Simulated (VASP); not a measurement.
**C: single point with PBEsol**

The system is C.

```
C
1.0
     1.23616    0.71370    3.36918
    -1.23616    0.71370    3.36918
     0.00000   -1.42740    3.36918
C
2
Direct
  0.83600 0.83600 0.83600
  0.16400 0.16400 0.16400
```

```
Program                : VASP 6.6.1
Task                   : single point
Functional             : PBEsol
Potentials or basis    : VASP PAW PBE potentials, release 64 (C)
Cutoff                 : 520 eV
k mesh                 : 14 × 14 × 14
Occupations            : fermi-dirac, width 0.15 eV
Spin                   : no spin polarisation
Dipole correction      : no
Further INCAR settings : ALGO = Normal; EDIFF = 1e-06; NBANDS = 11
```

```json
{
 "Pressure": "-3.6 GPa",
 "Largest force": "0.878 eV/Å"
}
```

Forces in eV/Å, atoms in the order of the input:
```
C    0.000  0.000 -0.878
C    0.000  0.000  0.878
```

Stress tensor (GPa, compression positive):
```
-5.78  0.00  0.00
 0.00 -5.78  0.00
 0.00  0.00  0.64
```

Run time: 100 s on 1 thread of Intel Xeon 8259CL, with other jobs on the host, peak memory 0.18 GiB.

Caveat: the cell stands under tension; this functional lacks dispersion, which binds the layers, so the pressure and a relaxed spacing across them are unreliable; the PAW data sets were made with another functional, which shifts forces and pressure a little.
